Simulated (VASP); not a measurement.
Crystal: BaZrO3.

```
Ba Zr O
1.0
     4.21910    0.00000    0.00000
     0.00000    4.21910    0.00000
     0.00000    0.00000    4.21910
Ba Zr O
1 1 3
Direct
  0.00000 0.00000 0.00000
  0.50000 0.50000 0.50000
  0.50000 0.50000 0.00000
  0.50000 0.00000 0.50000
  0.00000 0.50000 0.50000
```

Base run:

* Program: VASP 6.6.1
* Functional: PBE
* Potentials or basis: VASP PAW PBE potentials, release 64 (Ba_sv, Zr_sv, O_h)
* Cutoff: 910 eV
* k mesh: 6 × 6 × 6
* Occupations: fermi-dirac, width 0.05 eV
* Spin: no spin polarisation

Its results: band gap on the k mesh 3.15 eV, indirect (least direct gap 3.39 eV); pressure 1.6 GPa.

**Question.** The run is repeated on the same cell with these changes: functional from PBE to LDA; potentials or basis from VASP PAW PBE potentials, release 64 (Ba_sv, Zr_sv, O_h) to VASP PAW LDA potentials, release 64 (Ba_sv, Zr_sv, O); cutoff from 910 eV to 520 eV. What comes out?

**Answer.** Band gap on the k mesh 3.03 eV, indirect (least direct gap 3.27 eV); pressure -6.8 GPa.

Caveats: spin-orbit coupling is left out, which moves the levels of the heavy elements; the cutoff is under 1.25 times the usual one of these potentials, so pressure, stress and relaxed cells hold a basis-set (Pulay) error (some runs).

A k mesh can miss the band edges.
